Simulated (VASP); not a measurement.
Nb, 1 atom in the cell. It takes space group Im-3m (No. 229, cubic). The conventional cell has a = 2.438 Å, b = 2.438 Å, c = 2.438 Å, α = 90.00°, β = 90.00°, γ = 90.00°. Nb (site symmetry m-3m) has 14 Nb at 2.11 to 2.44 Å within 2.8 Å.  This cell differs from its parent crystal: volume scaled by 0.4.

* Program: VASP 6.6.1
* Task: density of states
* Functional: PBE
* Potentials or basis: VASP PAW PBE potentials, release 64 (Nb_sv)
* Cutoff: 520 eV
* k mesh: 16 × 16 × 16
* Occupations: fermi-dirac, width 0.05 eV
* Spin: no spin polarisation
* Dipole correction: no
* k mesh for the DOS: 24 × 24 × 24
* Occupations for the DOS: tetrahedron
* Further INCAR settings: ALGO = Normal; EDIFF = 1e-06

Potentials or basis: VASP PAW PBE potentials, release 64 (Nb_sv).

Run with:

```console
$ cat potpaw_PBE.64/Nb_sv/POTCAR > POTCAR
$ cp INCAR.step1 INCAR
$ cp KPOINTS.step1 KPOINTS
$ mpirun -np 1 vasp_std > vasp.out
$ cp INCAR.step2 INCAR
$ cp KPOINTS.step2 KPOINTS
$ mpirun -np 1 vasp_std > vasp.out
```

Hardware: 1 thread of AMD EPYC 9R45 96-Core Processor (Zen 5), with other jobs on the host.

Estimate the wall time of this run.

Wall time 29 s on 1 thread of AMD EPYC 9R45 96-Core Processor (Zen 5), with other jobs on the host, peak memory 0.14 GiB. Counts: k points 413.
